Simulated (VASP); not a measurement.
# HC18O in VASP: further runs

Runs on HC18O. Level: PBEsol. Tasks: single point.

All numbers are computed with VASP 6.6.1; they aren't measurements. Logs are shortened: lines on timing, memory, paths and dates and some standing lists are left out, and cuts for length are marked.

**1. The cell of the first run**

The cell holds a slab with vacuum, 20 atoms: a = 7.398 Å, b = 7.398 Å, c = 11.000 Å, α = 90.00°, β = 90.00°, γ = 120.00°.

**2. Single point, PBEsol, collinear spin, zero start**

Contents of INCAR:

```
ALGO = Normal
EDIFF = 1E-6
ENCUT = 520
GGA = PS
ISIF = 2
ISMEAR = 0
ISPIN = 2
LASPH = T
LCHARG = F
LORBIT = 11
LREAL = Auto
LWAVE = F
MAGMOM = 0 0 0 0 0 0 0 0 0 0 0 0 0 0 0 0 0 0 0 0
NBANDS = 60
NELM = 150
PREC = Accurate
SIGMA = 0.02
```

Contents of KPOINTS:

```
k-points
0
Gamma
  2 2 1
```

Contents of POSCAR:

```
HC18O
1.0
    7.3980000000      0.0000000000      0.0000000000
   -3.6990000000      6.4068560000      0.0000000000
    0.0000000000      0.0000000000     11.0000000000
C O H
18 1 1
Direct
    0.0009939371      0.0015853330      0.0845334545
    0.2240814075      0.1136953913      0.0806840909
    0.0022785115      0.3343750819      0.0822169091
    0.2217507257      0.4427850415      0.0896253636
    0.0016322432      0.6676745973      0.1049650909
    0.2284946234      0.7864926260      0.0851390909
    0.3365862103      0.0034622286      0.0774365455
    0.5585700617      0.1131284986      0.0803597273
    0.3345035043      0.3349077925      0.0851065455
    0.5572570169      0.4450209276      0.0876750000
    0.3318201003      0.6685307115      0.1238941818
    0.5604801808      0.7813493857      0.0948789091
    0.6687671779      0.0005500358      0.0848144545
    0.8901631958      0.1117957076      0.0810173636
    0.6686853535      0.3349124750      0.0838584545
    0.8893246761      0.4423806310      0.0861117273
    0.6683048993      0.6692491606      0.0910285455
    0.8889406016      0.7807030469      0.0916670909
    0.2932400661      0.6845312272      0.2475932727
    0.0574502746      0.6635950613      0.2083031818
```

Potentials or basis: VASP PAW PBE potentials, release 64 (C, O, H).

Started as:

```
$ cat potpaw_PBE.64/C/POTCAR potpaw_PBE.64/O/POTCAR potpaw_PBE.64/H/POTCAR > POTCAR
$ mpirun -np 1 vasp_std > vasp.out
```

OUTCAR:

```text
EDIFF = 1E-6
   ENCUT = 520
   GGA = PS
   ISIF = 2
   ISMEAR = 0
   ISPIN = 2
   LASPH = T
   LORBIT = 11
   LREAL = Auto
   NELM = 150
   PREC = Accurate

 ion  position               nearest neighbor table
   1  0.001  0.002  0.085-  14 1.42  18 1.42   2 1.43
   2  0.224  0.114  0.081-   9 1.42   7 1.43   1 1.43
   3  0.002  0.334  0.082-   4 1.41  16 1.42  14 1.43
   4  0.222  0.443  0.090-   3 1.41   9 1.41  11 1.49
   5  0.002  0.668  0.105-  20 1.21  18 1.45  16 1.46   6 1.47
   6  0.228  0.786  0.085-   7 1.39   5 1.47  11 1.48
   7  0.337  0.003  0.077-   6 1.39   8 1.42   2 1.43
   8  0.559  0.113  0.080-  15 1.42   7 1.42  13 1.43
   9  0.335  0.335  0.085-   4 1.41   2 1.42  10 1.43
  10  0.557  0.445  0.088-  15 1.42   9 1.43  17 1.44
  11  0.332  0.669  0.124-  19 1.41   6 1.48   4 1.49  12 1.50
  12  0.560  0.781  0.095-  13 1.41  17 1.41  11 1.50
  13  0.669  0.001  0.085-  12 1.41  14 1.42   8 1.43
  14  0.890  0.112  0.081-   1 1.42  13 1.42   3 1.43
  15  0.669  0.335  0.084-  16 1.41  10 1.42   8 1.42
  16  0.889  0.442  0.086-  15 1.41   3 1.42   5 1.46
  17  0.668  0.669  0.091-  12 1.41  18 1.41  10 1.44
  18  0.889  0.781  0.092-  17 1.41   1 1.42   5 1.45
  19  0.293  0.685  0.248-  11 1.41
  20  0.057  0.664  0.208-   5 1.21

  LATTYP: Found a hexagonal cell.
 ALAT       =     7.3980000000
 C/A-ratio  =     1.4868883482

  Lattice vectors:

 A1 = (   7.3980000000,   0.0000000000,   0.0000000000)
 A2 = (  -3.6990000000,   6.4068560000,   0.0000000000)
 A3 = (   0.0000000000,   0.0000000000,  11.0000000000)

Analysis of symmetry for initial positions (statically):
=====================================================================
 Subroutine PRICEL returns:
 Original cell was already a primitive cell.

 Routine SETGRP: Setting up the symmetry group for a
 hexagonal supercell.

 Subroutine GETGRP returns: Found  1 space group operations
 (whereof  1 operations were pure point group operations)
 out of a pool of 24 trial point group operations.

The static configuration has the point symmetry C_1 .

Analysis of symmetry for dynamics (positions and initial velocities):
=====================================================================
 Subroutine PRICEL returns:
 Original cell was already a primitive cell.

 Routine SETGRP: Setting up the symmetry group for a
 hexagonal supercell.

 Subroutine GETGRP returns: Found  1 space group operations
 (whereof  1 operations were pure point group operations)
 out of a pool of 24 trial point group operations.

The dynamic configuration has the point symmetry C_1 .

Analysis of structural, dynamic, and magnetic symmetry:
=====================================================================
 Subroutine PRICEL returns:
 Original cell was already a primitive cell.

 Routine SETGRP: Setting up the symmetry group for a
 hexagonal supercell.

 Subroutine GETGRP returns: Found  1 space group operations
 (whereof  1 operations were pure point group operations)
 out of a pool of 24 trial point group operations.

The overall configuration has the point symmetry C_1 .

 Subroutine INISYM returns: Found  1 space group operations
 (whereof  1 operations are pure point group operations),
 and found     1 'primitive' translations

----------------------------------------------------------------------------------------

                                     Primitive cell

  volume of cell :     521.3771

  direct lattice vectors                    reciprocal lattice vectors
     7.398000000  0.000000000  0.000000000     0.135171668  0.078041398  0.000000000
    -3.699000000  6.406856000  0.000000000     0.000000000  0.156082796  0.000000000
     0.000000000  0.000000000 11.000000000     0.000000000  0.000000000  0.090909091

  length of vectors
     7.398000000  7.398000054 11.000000000     0.156082797  0.156082796  0.090909091

  position of ions in fractional coordinates (direct lattice)
     0.000993937  0.001585333  0.084533454
     0.224081408  0.113695391  0.080684091
     0.002278512  0.334375082  0.082216909
[... 55 lines left out ...]

 E-fermi :  -1.9663     XC(G=0):  -4.1647

 val. band max:       -1.9899690951   @ k =   0.5000  -0.0000   0.0000
 cond. band min:      -1.9425630027   @ k =   0.0000   0.5000   0.0000
 fundamental gap:      0.0474060924
 Fermi energy:        -1.9662706886

 spin component 1

 k-point     1 :       0.0000    0.0000    0.0000
  band No.  band energies     occupation
      1     -22.4287      1.00000
      2     -20.8524      1.00000
      3     -19.0182      1.00000
      4     -18.8529      1.00000
      5     -18.8344      1.00000
      6     -18.6967      1.00000
[... 43 lines left out ...]
     50       4.1428      0.00000
     51       4.9460      0.00000
[... 160 lines left out ...]
     50       4.2351      0.00000
     51       4.5539      0.00000
 Fermi energy:        -1.9662706886

 spin component 2

 k-point     1 :       0.0000    0.0000    0.0000
  band No.  band energies     occupation
      1     -22.4288      1.00000
      2     -20.8525      1.00000
      3     -19.0182      1.00000
      4     -18.8529      1.00000
      5     -18.8344      1.00000
      6     -18.6967      1.00000
[... 43 lines left out ...]
     50       4.1514      0.00000
     51       4.9466      0.00000
[... 160 lines left out ...]
     50       4.2364      0.00000
     51       4.5560      0.00000
 [bands above 51 left out]

------------------------ aborting loop because EDIFF is reached ----------------------------------------

  FORCE on cell =-STRESS in cart. coord.  units (eV):
  Direction    XX          YY          ZZ          XY          YZ          ZX
  --------------------------------------------------------------------------------------
  -------------------------------------------------------------------------------------
  Total       -0.4856234      0.7181000      0.5422261     -0.0888620     -0.0161843      0.2406604
  in kB       -1.4923070      2.2067013      1.6662457     -0.2730705     -0.0497339      0.7395427
  external PRESSURE =       0.7935467 kB  Pullay stress =       0.0000000 kB

 VOLUME and BASIS-vectors are now :
 -----------------------------------------------------------------------------
  energy-cutoff  :      520.00
  volume of cell :      521.38
      direct lattice vectors                 reciprocal lattice vectors
     7.398000000  0.000000000  0.000000000     0.135171668  0.078041398  0.000000000
    -3.699000000  6.406856000  0.000000000     0.000000000  0.156082796  0.000000000
     0.000000000  0.000000000 11.000000000     0.000000000  0.000000000  0.090909091

 POSITION                                       TOTAL-FORCE (eV/Angst)
 -----------------------------------------------------------------------------------
      0.00149      0.01016      0.92987         0.020356     -0.004905     -0.000631
      1.23720      0.72843      0.88752        -0.023750      0.029022     -0.015930
     -1.22000      2.14229      0.90439        -0.007804     -0.039901     -0.027680
      0.00265      2.83686      0.98588         0.015589      0.010627     -0.009900
     -2.45765      4.27769      1.15462        -0.103291      0.053799     -0.382142
     -1.21883      5.03894      0.93653        -0.037289      0.052189     -0.146712
[... 12 lines left out ...]
     -0.36269      4.38569      2.72353        -0.090002     -0.024654      0.209279
     -2.02962      4.25156      2.29133         0.296929      0.023269      0.347912
 -----------------------------------------------------------------------------------
    total drift:                               -0.013780     -0.010592     -0.003010

  FREE ENERGIE OF THE ION-ELECTRON SYSTEM (eV)
  ---------------------------------------------------
  free  energy   TOTEN  =      -179.4253279811 eV

  energy  without entropy=     -179.4239653658  energy(sigma->0) =     -179.42464667

 total charge

# of ion       s       p       d       tot
------------------------------------------
    1        0.857   1.794   0.000   2.652
    2        0.863   1.761   0.000   2.623
    3        0.858   1.799   0.000   2.656
    4        0.862   1.761   0.000   2.623
    5        0.840   1.821   0.000   2.662
    6        0.879   1.703   0.000   2.582
[... 12 lines left out ...]
   19        1.589   3.367   0.000   4.956
   20        0.481   0.045   0.000   0.526
--------------------------------------------------
tot         17.505  35.376   0.000  52.881

 magnetization (x)

# of ion       s       p       d       tot
------------------------------------------
    1        0.000   0.000   0.000   0.000
    2       -0.000  -0.000   0.000  -0.000
    3        0.000   0.000   0.000   0.000
    4       -0.000  -0.000   0.000  -0.000
    5        0.000   0.000   0.000   0.000
    6       -0.000  -0.000   0.000  -0.000
[... 12 lines left out ...]
   19        0.000  -0.000   0.000  -0.000
   20       -0.000  -0.000   0.000  -0.000
--------------------------------------------------
tot         -0.000  -0.001   0.000  -0.001
```

Run time: 7.4 min. Hardware: 1 thread of AMD EPYC 9R45 (Zen 5), shared host; peak memory 0.79 GiB.

Results:

- Free energy: -179.4253 eV
- Largest force: 0.458 eV/Å
- Net moment: 0.00 μB per cell
- Valence electrons inside the program's atomic spheres: C 2.65, 2.62, 2.66, 2.58, 2.67, 2.63, 2.57, 2.64 (each value once); O 4.96; H 0.53

Forces on the atoms (eV/Å):
```
C    0.020 -0.005 -0.001
C   -0.024  0.029 -0.016
C   -0.008 -0.040 -0.028
C    0.016  0.011 -0.010
C   -0.103  0.054 -0.382
C   -0.037  0.052 -0.147
C   -0.006 -0.058 -0.023
C    0.022 -0.003 -0.017
C   -0.029 -0.019  0.013
C   -0.025  0.044  0.047
C    0.057  0.002 -0.143
C   -0.027 -0.004  0.024
C   -0.043  0.006  0.032
C    0.000  0.030  0.005
C   -0.003 -0.002 -0.023
C   -0.028 -0.042  0.003
C    0.027 -0.020 -0.020
C   -0.017 -0.033  0.129
O   -0.090 -0.025  0.209
H    0.297  0.023  0.348
```

Levels at points of the mesh, in eV from the Fermi level:
Spin up:
| k point | band 36 | band 37 | band 38 | band 39 | band 40 | band 41 | band 42 | band 43 |
| --- | --- | --- | --- | --- | --- | --- | --- | --- |
| (0.00, 0.00, 0.00) | -2.46 | -1.27 | -1.14 | -0.72 | 0.23 | 0.49 | 1.97 | 2.83 |
| (0.50, 0.00, 0.00) | -2.47 | -2.26 | -1.30 | -1.00 | -0.02 | 0.90 | 2.22 | 2.69 |
| (0.00, 0.50, 0.00) | -2.47 | -2.28 | -1.33 | -1.10 | 0.02 | 0.88 | 2.37 | 2.76 |
| (0.50, 0.50, 0.00) | -2.54 | -2.36 | -1.31 | -0.92 | -0.11 | 1.26 | 2.13 | 2.63 |
Spin down:
```csv
k point,band 36,band 37,band 38,band 39,band 40,band 41,band 42,band 43
"(0.00, 0.00, 0.00)",-2.46,-1.27,-1.14,-0.72,0.23,0.49,1.97,2.83
"(0.50, 0.00, 0.00)",-2.47,-2.26,-1.30,-1.00,-0.02,0.90,2.22,2.69
"(0.00, 0.50, 0.00)",-2.47,-2.28,-1.33,-1.10,0.02,0.88,2.37,2.76
"(0.50, 0.50, 0.00)",-2.54,-2.36,-1.31,-0.92,-0.11,1.26,2.13,2.63
```

Caveat: the k points lie up to 0.49 Å⁻¹ apart; the PAW data sets were made with another functional, which shifts forces and pressure a little.

(Continued in part 2 of 2.)
